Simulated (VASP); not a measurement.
The system is SnTe.

```
Sn Te
1.0
     5.39676    0.00000    0.00000
    -2.69838    4.67373    0.00000
     0.00000    0.00000    6.48780
Sn Te
2 2
Direct
  0.33333 0.66667 0.95402
  0.66667 0.33333 0.45402
  0.33333 0.66667 0.42098
  0.66667 0.33333 0.92098
```

Base run:

* Program: VASP 6.6.1
* Functional: r2SCAN
* Potentials or basis: VASP PAW PBE potentials, release 64 (Sn_d, Te)
* Cutoff: 520 eV
* k mesh: 6 × 6 × 4, shifted
* Occupations: gaussian, width 0.01 eV
* Spin: no spin polarisation

Its results: band gap on the k mesh 0.90 eV (least direct gap 1.51 eV); pressure 0.1 GPa; largest force 0.029 eV/Å.

**Question.** The run is repeated on the same cell with these changes: k mesh from 6 × 6 × 4, shifted to 6 × 6 × 4, through Γ. What comes out?

**Answer.** Band gap on the k mesh 0.65 eV (least direct gap 0.85 eV); pressure 0.0 GPa; largest force 0.007 eV/Å.

Caveats: the PAW data sets were made with another functional, which shifts forces and pressure a little; spin-orbit coupling is left out, which moves the levels of the heavy elements; a shifted mesh leaves out Γ, where band edges can lie (at least some runs).

A k mesh can miss the band edges.
